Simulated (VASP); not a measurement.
Crystal: Br.

```
CELL_PARAMETERS angstrom
3.74251 -2.11838 0.00000
3.74251 2.11838 0.00000
0.00000 0.00000 8.70870
ATOMIC_POSITIONS crystal
Br 0.86503 0.13497 0.11516
Br 0.13497 0.86503 0.88484
Br 0.36503 0.63497 0.38484
Br 0.63497 0.36503 0.61516
```

| Item | Value |
| --- | --- |
| Program | VASP 6.6.1 |
| Task | relaxation of shape and atoms at fixed volume |
| Functional | r2SCAN |
| Potentials or basis | VASP PAW PBE potentials, release 64 (Br) |
| Cutoff | 600 eV |
| k mesh | 6 × 6 × 4 |
| Occupations | gaussian, width 0.05 eV |
| Spin | no spin polarisation |

At the start: pressure 0.9 GPa; volume 34.52 Å³/atom.

**Question.** How do energy, volume and symmetry change on relaxing?

**Answer.** Over 4 steps the energy falls by 6.3 meV/atom; space group Cmce (No. 64, to 0.1 Å) before and after.

Step by step:
| step | energy change (eV) | largest force (eV/Å) | pressure (GPa) | volume (Å³) |
| --- | --- | --- | --- | --- |
| 1 | 0.0000 | 0.4662 | 0.94 | 138.09 |
| 2 | -0.0179 | 0.2608 | -0.80 | 138.09 |
| 3 | -0.0249 | 0.0421 | -0.22 | 138.09 |
| 4 | -0.0254 | 0.0348 | -0.24 | 138.09 |

Final structure:
```xyz
4
Lattice="3.7031 -2.1174 0.0000 3.7031 2.1174 0.0000 0.0000 0.0000 8.8057" Properties=species:S:1:pos:R:3 pbc="T T T"
Br    3.7031   -1.5372    1.0244
Br    3.7031    1.5372    7.7813
Br    3.7031    0.5802    3.3784
Br    3.7031   -0.5802    5.4272
```

Caveat: the PAW data sets were made with another functional, which shifts forces and pressure a little.
